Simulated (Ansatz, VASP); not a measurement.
Pb: VASP beside Ansatz

The input INCAR:

```
SYSTEM = Pb
ALGO = Fast
EDIFF = 1E-6
EDIFFG = -0.01
ENCUT = 600
GGA = PE
IBRION = 2
ISIF = 3
ISMEAR = -1
LASPH = .TRUE.
LCHARG = .FALSE.
LREAL = .FALSE.
LWAVE = .FALSE.
NELM = 60
NSW = 60
PREC = Accurate
SIGMA = 0.05
```

Contents of KPOINTS:

```
k-points
0
G
  7 7 7
  0 0 0
```

The input POSCAR:

```
Pb
1.0
    0.0000000000      3.4390000555      3.4390000555
    3.4390000555      0.0000000000      3.4390000555
    3.4390000555      3.4390000555      0.0000000000
Pb
2
Direct
    0.2500000000      0.2500000000      0.2500000000
    0.0000000000      0.0000000000      0.0000000000
```

input.yaml

```yaml
crystal:
  lattice:
    - [0.0, 3.4390000555, 3.4390000555]
    - [3.4390000555, 0.0, 3.4390000555]
    - [3.4390000555, 3.4390000555, 0.0]
  atoms:
    - { symbol: Pb, position: [0.25, 0.25, 0.25] }
    - { symbol: Pb, position: [0.0, 0.0, 0.0] }
hamiltonian:
  xc: pbe
  pseudopotentials: { kind: paw }
kpoints:
  mp_grid: { grid: [7, 7, 7] }
scf:
  occupations: { method: fermi_dirac, width: 0.05 }
output:
  forces: true
  stress: true
  eigenvalues: true
  write_density: true
  write_potential: true
  elf: true
  volumetric_format: npy
relax:
  f_tol: 0.01
  max_steps: 40
  cell: { stress_tol: 0.05 }
```

Alike in both runs: task relaxation of cell and atoms; functional PBE; k mesh 7 × 7 × 7; occupations fermi-dirac, width 0.05 eV; no spin polarisation.

|  | VASP | Ansatz |
| --- | --- | --- |
| version | VASP 6.6.1 | Ansatz 0.2.0 |
| potentials or method | VASP PAW PBE potentials, release 64 (Pb_d) | Ansatz PAW |
| plane-wave cutoff (eV) | 600 | 420 |
| valence electrons in the cell | 28 | 28 |

```tsv
	VASP	Ansatz	Ansatz less VASP
gap on the k mesh at the Fermi level, each at its own relaxed structure (eV)	none	none	-
relaxed volume (Å³/atom)	43.93	44.04	+0.118
relaxed cell length with the largest relative difference (Å)	4.990	4.994	+0.0045
```

A gap of «none» marks a metal or a gap that the smearing closes.

Spin-orbit coupling is off throughout. Noted on Ansatz's run: the plane-wave basis is chosen anew once the cell has moved, so the energies of steps on either side of that aren't comparable.
